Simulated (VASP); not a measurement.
A run of VASP 6.6.1:

The input INCAR:

```
SYSTEM = Al3Cu2
ALGO = Fast ; EDIFF = 1E-6
ENCUT = 520 ; GGA = PS
ISIF = 2 ; ISMEAR = 0
LASPH = .True. ; LCHARG = .True.
LELF = .True. ; LREAL = .False.
LVHAR = .True. ; LWAVE = .False.
NBANDS = 24 ; NELM = 80
PREC = Accurate ; SIGMA = 0.1
```

The input KPOINTS:

```
k-points
0
Gamma
  12 12 8
  0 0 0
```

The input POSCAR:

```
Al3Cu2
1.0
    3.9798252437      0.0000000000      0.0000000000
   -1.9899126219      3.4466297637      0.0000000000
    0.0000000000      0.0000000000      4.8454460854
Al Cu
3 2
Direct
    0.0000000000      0.0000000000      0.0000000000
    0.3333333333      0.6666666667      0.3528294551
    0.6666666667      0.3333333333      0.6471705449
    0.3333333333      0.6666666667      0.8434234734
    0.6666666667      0.3333333333      0.1565765266
```

Potentials or basis: VASP PAW PBE potentials, release 64 (Al, Cu).

Run with:

```console
$ cat potpaw_PBE.64/Al/POTCAR potpaw_PBE.64/Cu/POTCAR > POTCAR
$ mpirun -np 1 vasp_std > vasp.out
```

Hardware: 1 thread of Intel(R) Xeon(R) 6975P-C (Granite Rapids), with other jobs on the host.

**Question.** Estimate the wall time of this run.

**Answer.** Wall time 2 min on 1 thread of Intel(R) Xeon(R) 6975P-C (Granite Rapids), on a shared host, peak memory 0.3 GiB. Counts: scf iterations 19, k points 131.
